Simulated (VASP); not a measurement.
Mn, 2 atoms in the cell. It takes space group I4_1/amd (No. 141, tetragonal). Conventional cell: a = 3.979 Å, b = 3.979 Å, c = 2.110 Å, α = 90.00°, β = 90.00°, γ = 90.00°. Mn (site symmetry -4m2) has 10 Mn at 2.06 to 2.54 Å within 2.7 Å. 

| Property | Result |
| --- | --- |
| Program | VASP 6.6.1 |
| Task | single point |
| Functional | LDA |
| Potentials or basis | VASP PAW LDA potentials, release 64 (Mn_pv) |
| Cutoff | 520 eV |
| k mesh | 20 × 20 × 20 |
| Occupations | fermi-dirac, width 0.05 eV |
| Spin | collinear spin, ferromagnetic start |
| Starting moments | [3.0, 3.0] μB |
| Dipole correction | no |
| Further INCAR settings | ALGO = Normal; EDIFF = 1e-06; NBANDS = 24 |

Potentials or basis: VASP PAW LDA potentials, release 64 (Mn_pv).

Launch:

```bash
$ cat potpaw_LDA.64/Mn_pv/POTCAR > POTCAR
$ mpirun -np 1 vasp_std > vasp.out
```

Hardware: 1 thread of AMD EPYC 9R45 96-Core Processor (Zen 5) (shared host).

Question: Estimate the wall time of this run.

Answer: Run time: 5.9 min on 1 thread of AMD EPYC 9R45 96-Core Processor (Zen 5) (shared host), peak memory 0.39 GiB. Counts: scf iterations 13, k points 641.
